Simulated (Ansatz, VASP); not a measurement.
One calculation of PbSe, two programs

```
Pb Se
1.0
     0.00000   11.89502    3.26594
     3.20490    0.02863    3.15601
     3.20490   11.86639    0.10993
Pb Se
2 2
Cartesian
  3.2049 4.6234 3.1470
  3.2049 19.1615 3.4729
  3.2049 16.4728 3.3091
  3.2049 7.3205 2.9202
```

Alike in both runs: task single point; functional PBEsol; k mesh 6 × 6 × 6; occupations gaussian, width 0.02 eV; no spin polarisation.

|  | VASP | Ansatz |
| --- | --- | --- |
| version | VASP 6.6.1 | Ansatz 0.2.0 |
| potentials or method | VASP PAW PBE potentials, release 64 (Pb_d, Se), cutoff 520 eV | scalar-relativistic, plane waves, PAW |
| valence electrons in the cell | 40 | 60 |

```csv
,VASP,Ansatz,Ansatz less VASP
gap on the k mesh at the Fermi level (eV),1.60,1.61,+0.004
least direct gap on the mesh (eV),1.68,1.68,0.000
pressure (GPa),-0.2,-0.2,-0.01
"traceless stress, the component that is largest in VASP (GPa)",-1.99,-1.97,+0.020
rms of the force components (eV/Å),0.434,0.426,-0.0081
```

VASP's potentials were made for PBE, not for PBEsol. Atom by atom the forces differ by 0.009 eV/Å (rms over components). The functional is the same, so the differences come from potentials, cutoffs and numerics. VASP's potentials hold 40 valence electrons a cell and Ansatz's 60, so a difference there can come from the potentials and not from the codes.

Neither program's run includes spin-orbit coupling.
